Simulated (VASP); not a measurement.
Input of a VASP 6.6.1 run:

Contents of INCAR:

```
SYSTEM = TiAl
PREC = Accurate
ENCUT = 500
EDIFF = 1E-6
ISMEAR = 0
SIGMA = 0.15
LREAL = .False.
LASPH = .True.
NELM = 120
ALGO = Normal
ISIF = 2
LWAVE = .False.
LCHARG = .False.
GGA = PS
NBANDS = 14
GGA_COMPAT = .False.
```

The input KPOINTS:

```
Automatic mesh
0
Gamma
  24 24 14
  0 0 0
```

POSCAR

```
TiAl
1.0
    2.6093456614      0.0000000000      0.0000000000
   -1.3046728307      2.2597596300      0.0000000000
    0.0000000000      0.0000000000      5.5029937031
Ti Al
1 1
Direct
    0.0000000000      0.0000000000      0.0000000000
    0.3333333333      0.6666666667      0.5000000000
```

Potentials or basis: VASP PAW PBE potentials, release 64 (Ti_sv, Al).

The run is started by

```sh
$ cat potpaw_PBE.64/Ti_sv/POTCAR potpaw_PBE.64/Al/POTCAR > POTCAR
$ mpirun -np 1 vasp_std > vasp.out
```

(1) Predict the pressure.

(2) What does it give for the band gap on the k mesh?

Answers

(1) 4.9 GPa.

(2) zero (an odd number of electrons rules out a gap without spin polarisation).

Caveat: the stress differs along the axes, from -25 to 20 GPa; the PAW data sets were made with another functional, which shifts forces and pressure a little.
